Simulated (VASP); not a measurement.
## TiAl (pbe): single point with PBE

The system is TiAl (pbe).

```
CELL_PARAMETERS angstrom
2.88097 0.00000 0.00000
-1.44048 2.49499 0.00000
0.00000 0.00000 4.64853
ATOMIC_POSITIONS crystal
Ti 0.00000 0.00000 0.00000
Al 0.33333 0.66667 0.50000
```

```
Program                : VASP 6.6.1
Task                   : single point
Functional             : PBE
Potentials or basis    : VASP PAW PBE potentials, release 64 (Ti_sv, Al)
Cutoff                 : 520 eV
k mesh                 : 18 × 18 × 10
Occupations            : gaussian, width 0.1 eV
Spin                   : no spin polarisation
Dipole correction      : no
Further INCAR settings : ALGO = Normal; EDIFF = 1e-06; NBANDS = 14
```

- Pressure: 0.0 GPa

Levels at points of the mesh, in eV from the Fermi level:
```tsv
k point	band 5	band 6	band 7	band 8	band 9	band 10
(0.00, 0.00, 0.00)	-8.89	-2.24	-1.74	1.27	1.27	2.73
(0.50, 0.00, 0.00)	-3.70	-2.84	-1.50	-0.95	2.07	3.89
(0.00, 0.00, 0.50)	-7.97	-5.24	-0.37	1.28	1.28	2.65
(0.50, 0.00, 0.50)	-3.65	-2.39	-1.80	0.51	0.97	1.86
```

Run time: 36 s on 1 thread of Intel(R) Xeon(R) Platinum 8488C (Sapphire Rapids) (shared host), peak memory 0.23 GiB.
